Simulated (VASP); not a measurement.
# La8AlGa8O24 (a cell with a defect) in VASP: single point with PBEsol

Aim: the single point of La8AlGa8O24 (a cell with a defect) with PBEsol.

Everything below comes from runs of VASP 6.6.1. Logs are shortened: lines on timing, memory, paths and dates and some standing lists are left out, and cuts for length are marked.

## (1) The cell of the first run

The cell holds a defect, 41 atoms: a = 7.729 Å, b = 7.729 Å, c = 7.729 Å, α = 90.00°, β = 90.00°, γ = 90.00°.

## (2) Single point, PBEsol, collinear spin

Input file INCAR:

```
SYSTEM = La8AlGa8O24
PREC     = Accurate       ! precision mode
ENCUT    = 520            ! plane-wave cutoff, eV
EDIFF    = 1E-7           ! SCF threshold, eV
ISMEAR   = -1             ! smearing method
SIGMA    = 0.05           ! smearing width, eV
LREAL    = Auto         
LASPH    = .TRUE.         ! aspherical terms in the spheres
NELM     = 150            ! most SCF steps
ALGO     = Normal         ! electronic algorithm
ISIF     = 2              ! what is computed and relaxed
LWAVE    = .FALSE.        ! write WAVECAR
LCHARG   = .FALSE.        ! write CHGCAR
ISPIN    = 2              ! spin polarisation
MAGMOM   = 0.083 0 0.083 0 0 0 0 0 0.083 0 0 0 0 0 0 0 0.083 0.083 0.083 0 0 0.083 0 0 0 0.083 0.083 0 0 0.083 0 0 0 0.083 0 0.083 0 0 0 0 0 ! initial moments
LORBIT   = 11             ! projections on sites
LMAXMIX  = 6              ! l up to which the mixer works
GGA      = PS             ! functional
NBANDS   = 200            ! bands
NELECT   = 337.0        
ISYM     = 0
```

Input file KPOINTS:

```
Automatic mesh
0
Gamma
  1 1 1
  0.25 0.25 0.25
```

Input file POSCAR:

```
La8AlGa8O24
1.0
    7.7293080000      0.0000000000      0.0000000000
    0.0000000000      7.7293080000      0.0000000000
    0.0000000000      0.0000000000      7.7293080000
La Al Ga O
8 1 8 24
Direct
    0.0005440000      0.9800870000      0.9450080000
    0.9983670000      0.9731510000      0.4894050000
    0.0010210000      0.5990090000      0.9782520000
    0.0014130000      0.4848650000      0.4909840000
    0.4959980000      0.0042400000      0.0166850000
    0.4965820000      0.0195750000      0.5260260000
    0.4960850000      0.5100640000      0.9958840000
    0.4960860000      0.5127760000      0.5058100000
    0.2660040000      0.2417150000      0.2672570000
    0.2461320000      0.2546460000      0.7537450000
    0.2545290000      0.7530750000      0.2482990000
    0.2585460000      0.7510830000      0.7326370000
    0.7200410000      0.2431320000      0.2678690000
    0.7515630000      0.2549350000      0.7547870000
    0.7449020000      0.7527850000      0.2480510000
    0.7403740000      0.7497270000      0.7327900000
    0.9927690000      0.3020440000      0.0965870000
    0.2114180000      0.2020000000      0.0137150000
    0.2952100000      0.2770070000      0.5021490000
    0.2692310000      0.7752940000      0.9940250000
    0.2292700000      0.7139570000      0.4882270000
    0.7836860000      0.1915930000      0.0120570000
    0.7053390000      0.2859820000      0.5069900000
    0.7321170000      0.7820750000      0.9944980000
    0.7701500000      0.7036080000      0.4877540000
    0.0148130000      0.2095430000      0.3107240000
    0.9988940000      0.2584950000      0.7149870000
    0.9993290000      0.7983160000      0.2217160000
    0.9995560000      0.7486950000      0.7254700000
    0.4899940000      0.2845810000      0.2083320000
    0.4990940000      0.2293410000      0.7991650000
    0.5005240000      0.6941450000      0.2508590000
    0.4996200000      0.7655130000      0.7186940000
    0.3009110000      0.0017910000      0.2821420000
    0.2324800000      0.9994950000      0.7192470000
    0.1982070000      0.4812510000      0.2189650000
    0.2637380000      0.5030270000      0.7775430000
    0.7018560000      0.9980180000      0.2924050000
    0.7668400000      0.9992060000      0.7115160000
    0.8047170000      0.4785510000      0.2120730000
    0.7346560000      0.5028320000      0.7878680000
```

Potentials or basis: VASP PAW PBE potentials, release 64 (La, Al, Ga_d, O).

Command:

```console
$ cat potpaw_PBE.64/La/POTCAR potpaw_PBE.64/Al/POTCAR potpaw_PBE.64/Ga_d/POTCAR potpaw_PBE.64/O/POTCAR > POTCAR
$ mpirun -np 1 vasp_std > vasp.out
```

OUTCAR:

```text
SYSTEM = La8AlGa8O24
   PREC = Accurate
   ENCUT = 520
   EDIFF = 1E-7
   ISMEAR = -1
   LREAL = Auto
   LASPH = .TRUE.
   NELM = 150
   ISIF = 2
   ISPIN = 2
   LORBIT = 11
   GGA = PS
   NELECT = 337.0
   ISYM = 0

 ion  position               nearest neighbor table
   1  0.001  0.980  0.945-  22 2.40  18 2.43  29 2.47  35 2.51  39 2.56  28 2.56  24 2.61  20 2.64
                            17 2.75  27 2.79   3 2.96  12 3.13  16 3.15  10 3.21  14 3.22   2 3.52
   2  0.998  0.973  0.489-  26 2.29  28 2.47  39 2.49  29 2.52  35 2.54  21 2.68  25 2.73  38 2.76
                            27 2.81  15 3.20  11 3.21  16 3.24  12 3.24   9 3.40   1 3.52
   3  0.001  0.599  0.978-  29 2.27  28 2.43  17 2.47  20 2.48  24 2.52  40 2.54  36 2.57  41 2.64
                            37 2.66   1 2.96  12 2.99  16 3.00  11 3.10  15 3.11
   4  0.001  0.485  0.491-  25 2.46  27 2.46  21 2.50  26 2.55  36 2.60  40 2.64  29 2.73  23 2.76
                            19 2.78   9 3.27  10 3.30
   5  0.496  0.004  0.017-  31 2.42  20 2.50  24 2.51  34 2.55  30 2.63  22 2.65  38 2.66  18 2.68
                            13 3.19   9 3.21  11 3.23  15 3.27
   6  0.497  0.020  0.526-  38 2.41  34 2.42  33 2.46  19 2.53  35 2.53  39 2.54  23 2.62  31 2.66
                            13 3.15   9 3.18  10 3.19  12 3.20  14 3.21  16 3.23
   7  0.496  0.510  0.996-  30 2.40  32 2.43  41 2.45  37 2.47  31 2.65  20 2.70  24 2.78  11 3.29
                             9 3.44
   8  0.496  0.513  0.506-  23 2.39  19 2.39  32 2.42  33 2.55  25 2.59  21 2.59  37 2.76  12 3.14
                            16 3.16  13 3.27  11 3.30   9 3.31
   9  0.266  0.242  0.267-  30 1.82  19 1.85  34 1.88  36 1.96  26 1.99  18 2.03  17 2.53   6 3.18
                             5 3.21   4 3.27   8 3.31   2 3.40   7 3.44
  10  0.246  0.255  0.754-  37 1.93  27 1.93  19 1.99  35 1.99  31 2.00  18 2.07   6 3.19   1 3.21
                             4 3.30
  11  0.255  0.753  0.248-  21 1.89  32 1.96  34 1.97  20 1.98  28 2.01  36 2.16   3 3.10   2 3.21
                             5 3.23   7 3.29   8 3.30
  12  0.259  0.751  0.733-  33 1.87  21 1.92  35 1.93  37 1.95  29 2.00  20 2.03   3 2.99   1 3.13
                             8 3.14   6 3.20   2 3.24
  13  0.720  0.243  0.268-  30 1.86  23 1.88  38 1.91  40 1.98  22 2.08  26 2.32  17 2.53   6 3.15
                             5 3.19   8 3.27
  14  0.752  0.255  0.755-  27 1.94  41 1.94  23 1.96  31 1.99  39 2.01  22 2.06   6 3.21   1 3.22
[... 17 lines left out ...]
  28  0.999  0.798  0.222-  15 2.01  11 2.01   3 2.43   2 2.47   1 2.56
  29  1.000  0.749  0.725-  12 2.00  16 2.00   3 2.27   1 2.47   2 2.52   4 2.73
  30  0.490  0.285  0.208-   9 1.82  13 1.86   7 2.40   5 2.63
  31  0.499  0.229  0.799-  14 1.99  10 2.00   5 2.42   7 2.65   6 2.66
  32  0.501  0.694  0.251-  15 1.94  11 1.96   8 2.42   7 2.43
  33  0.500  0.766  0.719-  16 1.87  12 1.87   6 2.46   8 2.55
  34  0.301  0.002  0.282-   9 1.88  11 1.97   6 2.42   5 2.55
  35  0.232  0.999  0.719-  12 1.93  10 1.99   1 2.51   6 2.53   2 2.54
  36  0.198  0.481  0.219-   9 1.96  11 2.16  17 2.31   3 2.57   4 2.60
  37  0.264  0.503  0.778-  10 1.93  12 1.95   7 2.47   3 2.66   8 2.76
  38  0.702  0.998  0.292-  13 1.91  15 1.95   6 2.41   5 2.66   2 2.76
  39  0.767  0.999  0.712-  16 1.95  14 2.01   2 2.49   6 2.54   1 2.56
  40  0.805  0.479  0.212-  13 1.98  17 2.18  15 2.19   3 2.54   4 2.64
  41  0.735  0.503  0.788-  14 1.94  16 1.96   7 2.45   3 2.64

IMPORTANT INFORMATION: All symmetrisations will be switched off!
NOSYMM: (Re-)initialisation of all symmetry stuff for point group C_1.

----------------------------------------------------------------------------------------

                                     Primitive cell

  volume of cell :     461.7659

  direct lattice vectors                    reciprocal lattice vectors
     7.729308000  0.000000000  0.000000000     0.129377688  0.000000000  0.000000000
     0.000000000  7.729308000  0.000000000     0.000000000  0.129377688  0.000000000
     0.000000000  0.000000000  7.729308000     0.000000000  0.000000000  0.129377688

  length of vectors
     7.729308000  7.729308000  7.729308000     0.129377688  0.129377688  0.129377688

  position of ions in fractional coordinates (direct lattice)
     0.000544000  0.980087000  0.945008000
     0.998367000  0.973151000  0.489405000
     0.001021000  0.599009000  0.978252000
     0.001413000  0.484865000  0.490984000
     0.495998000  0.004240000  0.016685000
     0.496582000  0.019575000  0.526026000
[... 33 lines left out ...]
     0.804717000  0.478551000  0.212073000
     0.734656000  0.502832000  0.787868000

  ion indices of the primitive-cell ions
   primitive index   ion index
[... 93 lines left out ...]
   LREAL  =      T    real-space projection
   EDIFFG = 0.1E-05   stopping-criterion for IOM
   NSW    =      0    number of steps for IOM
   IBRION =     -1    ionic relax: 0-MD 1-quasi-New 2-CG
   NFREE  =      0    steps in history (QN), initial steepest desc. (CG)
   ISIF   =      2    stress and relaxation
   ISYM   =      0    0-nonsym 1-usesym 2-fastsym
   POTIM  = 0.5000    time-step for ionic-motion
   TEBEG  =    0.0;   TEEND  =   0.0 temperature during run
   PSTRESS=    0.0 pullay stress
   NELECT =     337.0000    total number of electrons
   NUPDOWN=      -1.0000    fix difference up-down
   EMIN   =  10.00;   EMAX   =-10.00  energy-range for DOS
   EFERMI =   0.00;   METHOD = LEGACY
   ISMEAR =    -1;   SIGMA  =   0.05  broadening in eV -4-tet -1-fermi 0-gaus
   EFERMI_NEDOS =   21; number of points for ismear=-14 and -15
   IALGO  =     38    algorithm
   IMIX   =      4    mixing-type and parameters
     AMIX     =   0.40;   BMIX     =  1.00
     AMIX_MAG =   1.60;   BMIX_MAG =  1.00
  volume/ion in A,a.u.               =      11.26        76.00
  Fermi-wavevector in a.u.,A,eV,Ry     =   1.473932  2.785328 29.558334  2.172476
  Thomas-Fermi vector in A             =   2.588765
   LORBIT       =     11    0 simple, 1 ext, 2 COOP (PROOUT), +10 PAW based schemes
   GGA     = PS    functional components
   LHFCALC =     F    Hartree Fock is set to
   AEXX    =    0.0000 exact exchange contribution
   IVDW    =     0    specifies the selected vdW correction
   LEPSILON=     F    determine dielectric tensor
   LRPA    =     F    only Hartree local field effects (RPA)
 spin polarized calculation
  energy-cutoff  :      520.00
  volume of cell :      461.77
 maximum number of plane-waves:     12452
 NGX is ok and might be reduce to    60
   NGX = 29   NGY = 29   NGZ = 29

 number of electron     336.9999993 magnetization       0.9965522

 Free energy of the ion-electron system (eV)
  ---------------------------------------------------
  ext. energy  EPLUGINS =         0.00000000
  ---------------------------------------------------
  free energy    TOTEN  =      -324.42886430 eV

  energy without entropy =     -324.42760360  energy(sigma->0) =     -324.42823395

 E-fermi :   9.7903     XC(G=0): -12.2217

 val. band max:        9.4775838139   @ k =  -0.2500   0.2500   0.2500
 cond. band min:      10.1007103991   @ k =  -0.2500  -0.2500   0.2500
 fundamental gap:      0.6231265851
 Fermi energy:         9.7903126886

 spin component 1

 k-point     1 :       0.2500    0.2500    0.2500
  band No.  band energies     occupation
      1     -22.8189      1.00000
      2     -22.6660      1.00000
      3     -22.5523      1.00000
      4     -22.5192      1.00000
      5     -22.4625      1.00000
      6     -22.4165      1.00000
[... 721 lines left out ...]
    179      12.2018      0.00000
    180      12.2399      0.00000
 Fermi energy:         9.7903126886

 spin component 2

 k-point     1 :       0.2500    0.2500    0.2500
  band No.  band energies     occupation
      1     -22.7665      1.00000
      2     -22.6548      1.00000
      3     -22.5507      1.00000
      4     -22.5181      1.00000
      5     -22.4613      1.00000
      6     -22.4122      1.00000
[... 721 lines left out ...]
    179      12.2137      0.00000
    180      12.2520      0.00000
 [bands above 180 left out]

------------------------ aborting loop because EDIFF is reached ----------------------------------------

  FORCE on cell =-STRESS in cart. coord.  units (eV):
  Direction    XX          YY          ZZ          XY          YZ          ZX
  --------------------------------------------------------------------------------------
  -------------------------------------------------------------------------------------
  Total       -2.3933030     12.3301480      1.1969797     -0.0707207     -5.5029715     -0.5549253
  in kB       -8.3039825     42.7816007      4.1531300     -0.2453779    -19.0935201     -1.9254103
  external PRESSURE =      12.8769161 kB  Pullay stress =       0.0000000 kB

 VOLUME and BASIS-vectors are now :
 -----------------------------------------------------------------------------
  energy-cutoff  :      520.00
  volume of cell :      461.77
      direct lattice vectors                 reciprocal lattice vectors
     7.729308000  0.000000000  0.000000000     0.129377688  0.000000000  0.000000000
     0.000000000  7.729308000  0.000000000     0.000000000  0.129377688  0.000000000
     0.000000000  0.000000000  7.729308000     0.000000000  0.000000000  0.129377688

 POSITION                                       TOTAL-FORCE (eV/Angst)
 -----------------------------------------------------------------------------------
      0.00420      7.57539      7.30426        -0.030910      0.026899     -0.003867
      7.71669      7.52178      3.78276        -0.034791      0.004758      0.020053
      0.00789      4.62993      7.56121         0.001544      0.061509     -0.026387
      0.01092      3.74767      3.79497        -0.046941      0.014518      0.004580
      3.83372      0.03277      0.12896         0.102942     -0.040067      0.009762
      3.83824      0.15130      4.06582         0.040221      0.004667     -0.029849
[... 33 lines left out ...]
      6.21991      3.69887      1.63918         0.002693      0.023651     -0.008331
      5.67838      3.88654      6.08967         0.026156     -0.027293      0.010043
 -----------------------------------------------------------------------------------
    total drift:                               -0.003177      0.008708      0.004246

  FREE ENERGIE OF THE ION-ELECTRON SYSTEM (eV)
  ---------------------------------------------------
  free  energy   TOTEN  =      -324.4288643033 eV

  energy  without entropy=     -324.4276035958  energy(sigma->0) =     -324.42823395

 total charge

# of ion       s       p       d       f       tot
--------------------------------------------------
    1        2.038   5.689   0.707   0.270   8.703
    2        2.027   5.695   0.592   0.229   8.543
    3        2.054   5.667   0.907   0.286   8.915
    4        2.023   5.686   0.563   0.205   8.477
    5        2.022   5.684   0.564   0.208   8.479
    6        2.031   5.693   0.615   0.235   8.573
[... 33 lines left out ...]
   40        1.556   3.422   0.000   0.000   4.978
   41        1.550   3.472   0.000   0.000   5.022
--------------------------------------------------
tot         59.421 135.831  87.454   1.877 284.584

 magnetization (x)

# of ion       s       p       d       f       tot
--------------------------------------------------
    1        0.002   0.001   0.033   0.019   0.055
    2        0.000   0.000   0.001   0.001   0.003
    3        0.014   0.008   0.212   0.024   0.258
    4        0.000  -0.000   0.001   0.001   0.003
    5        0.001   0.001   0.009   0.007   0.018
    6        0.000   0.000   0.000   0.000   0.001
[... 33 lines left out ...]
   40        0.001   0.034   0.000   0.000   0.035
   41        0.000  -0.000   0.000   0.000   0.000
--------------------------------------------------
tot          0.198   0.321   0.280   0.054   0.853
```

Wall time 63 min (1 thread of AMD EPYC 7R13 (Zen 3), shared host); peak memory 0.98 GiB.

Results:

| Item | Value |
| --- | --- |
| Free energy | -324.4289 eV |
| Largest force | 0.132 eV/Å |
| Net moment | 1.00 μB per cell |
| Site moments | La +0.06, +0.00, +0.26, +0.02 (each value once); Al +0.00; Ga -0.00, +0.00, +0.29 (each value once); O +0.07, +0.00, +0.06, +0.01, -0.00, +0.02, +0.04 (each value once) μB |
| Valence electrons inside the program's atomic spheres | La 8.70, 8.54, 8.91, 8.48, 8.57, 8.50, 8.55 (each value once); Al 0.71; Ga 11.68, 11.70, 11.84, 11.81, 12.01 (each value once); O 5.03, 5.07, 5.05, 5.02, 5.04, 5.09, 5.01, 4.99, 4.98 (each value once) |

Forces on the atoms (eV/Å):
```
La  -0.031  0.027 -0.004
La  -0.035  0.005  0.020
La   0.002  0.062 -0.026
La  -0.047  0.015  0.005
La   0.103 -0.040  0.010
La   0.040  0.005 -0.030
La   0.022 -0.002 -0.032
La   0.016 -0.037  0.013
Al  -0.017 -0.002  0.010
Ga  -0.006  0.026 -0.021
Ga   0.000  0.004  0.014
Ga   0.027 -0.016 -0.013
Ga  -0.027 -0.004  0.030
Ga   0.015  0.010 -0.008
Ga  -0.006  0.008  0.013
Ga  -0.029  0.003 -0.020
Ga  -0.034 -0.006  0.000
O    0.020 -0.086  0.098
O    0.012  0.035 -0.049
O   -0.038  0.081 -0.031
O    0.002 -0.032  0.022
O   -0.012 -0.012 -0.002
O   -0.001 -0.006 -0.006
O    0.008 -0.045 -0.015
O   -0.010 -0.006  0.006
O    0.044 -0.039 -0.008
O    0.038 -0.014 -0.009
O    0.034 -0.003 -0.029
O   -0.005 -0.006  0.020
O   -0.044  0.037 -0.007
O   -0.039 -0.003  0.047
O   -0.005  0.008  0.013
O   -0.032  0.026  0.012
O   -0.014 -0.043 -0.001
O   -0.008  0.046 -0.056
O    0.037  0.034 -0.012
O   -0.020 -0.022  0.034
O   -0.007 -0.005 -0.004
O    0.017  0.001  0.015
O    0.003  0.024 -0.008
O    0.026 -0.027  0.010
```

Levels at points of the mesh, in eV from the Fermi level:
Spin up:
```csv
k point,band 165,band 166,band 167,band 168,band 169,band 170,band 171,band 172,band 173,band 174
"(0.25, 0.25, 0.25)",-3.03,-2.98,-2.93,-2.85,-0.32,1.63,1.88,2.10,2.15,2.27
```
Spin down:
```
           k point  band 165  band 166  band 167  band 168  band 169  band 170  band 171  band 172
(0.25, 0.25, 0.25)     -3.01     -2.96     -2.91     -2.84      0.32      1.73      1.95      2.13
```

Caveat: the cell carries a net charge on a neutralising background, which shifts energy and pressure; the cell is charged against a uniform background, so pressure and absolute levels hang on convention; the PAW data sets were made with another functional, which shifts forces and pressure a little; spin-orbit coupling is left out, which moves the levels of the heavy elements.
